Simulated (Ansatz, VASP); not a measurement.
**Rh: VASP beside Ansatz**

POSCAR

```
Rh
1.0
    2.7309790000      0.0000000000      0.0000000000
   -1.3654895000      2.3650971912      0.0000000000
    0.0000000000      0.0000000000      4.4284890000
Rh
2
Direct
    0.6666666667      0.3333333333      0.7500000000
    0.3333333333      0.6666666667      0.2500000000
```

INCAR.step1

```
  ALGO = Normal
  EDIFF = 1E-5
  ENCUT = 680
  GGA = PE
  GGA_COMPAT = F
  ISMEAR = 1
  LASPH = T
  LCHARG = F
  LREAL = F
  LWAVE = T
  NBANDS = 24
  NELM = 120
  PREC = Accurate
  SIGMA = 0.3
```

INCAR.step2

```
  ALGO = Normal
  EDIFF = 1E-6
  ENCUT = 680
  GGA_COMPAT = F
  ISIF = 2
  ISMEAR = 1
  ISTART = 1
  LASPH = T
  LCHARG = T
  LELF = T
  LMIXTAU = T
  LREAL = F
  LVHAR = T
  LWAVE = F
  METAGGA = R2SCAN
  NBANDS = 24
  NELM = 120
  PREC = Accurate
  SIGMA = 0.3
```

File KPOINTS:

```
k-points
0
Gamma
  11 11 6
```

Input for Ansatz:

```yaml
crystal:
  lattice:
    a: 2.730979
    b: 2.730979
    c: 4.428489
    alpha: 90.0
    beta: 90.0
    gamma: 120.0
  atoms:
    - { symbol: Rh, position: [0.6666666666666666, 0.3333333333333333, 0.75] }
    - { symbol: Rh, position: [0.3333333333333333, 0.6666666666666666, 0.25] }
kpoints:
  mp_grid:
    grid: [11, 11, 6]
hamiltonian:
  xc: r2scan
  pseudopotentials:
    kind: paw
scf:
  convergence:
    dr2_threshold: 1.0e-09
  occupations:
    method: methfessel_paxton
    width: 0.3
output:
  forces: true
  stress: true
```

Alike in both runs: task single point; functional r2SCAN; k mesh 11 × 11 × 6; occupations methfessel-paxton of order 1, width 0.3 eV; no spin polarisation.

|  | VASP | Ansatz |
| --- | --- | --- |
| version | VASP 6.6.1 | Ansatz 0.2.0 |
| potentials or method | VASP PAW PBE potentials, release 64 (Rh_sv_GW) | plane waves, PAW |
| plane-wave cutoff (eV) | 680 | 500 |
| valence electrons in the cell | 34 | 34 |

|  | VASP | Ansatz | Ansatz less VASP |
| --- | --- | --- | --- |
| pressure (GPa) | -9.7 | -9.8 | -0.11 |
| traceless stress, the component that is largest in VASP (GPa) | -1.03 | -1.02 | +0.013 |

VASP's potentials were made for PBE, not for r2SCAN. With one functional, cell and mesh, what is left measures potentials, basis and numerics. Ansatz's warnings: stress scf threshold loose.
